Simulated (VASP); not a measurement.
Runs of VASP 6.6.1 on As2Se. The structure is that of space group R-3m (No. 166), or close to it. The cells are those of the table. 

```csv
task,cell,k mesh,cutoff (eV),gap on the mesh (eV),pressure (GPa),largest force (eV/Å)
single point,"a = 6.205 Å, angles 34.7°, 3 atoms",6 × 6 × 6,520,none,5.3,(a)
relaxation of cell and atoms,"relaxed from a = 5.784 Å, angles 37.7°, 3 atoms",12 × 12 × 12,600,none,0.0,-
single point,"a = 5.784 Å, angles 37.7°, 3 atoms",6 × 6 × 6,520,none,0.1,0.01
single point,"a = 5.770 Å, angles 37.9°, 3 atoms",12 × 12 × 12,520,none,0.1,0.01
```

Alike in all rows: level PBE; potentials or basis VASP PAW PBE potentials, release 64 (As, Se); no spin polarisation; smearing gaussian 0.1 eV.

Task: Estimate the missing entries.

Result: (a) 2.24.

Caveats: forces of over 1 eV/Å act on the atoms, so gaps and moduli don't describe the material at rest (some runs).

A k mesh can miss the band edges, and the runs leave out spin-orbit coupling on As, Se.

A gap of «none» marks levels without a gap at the run's occupations.
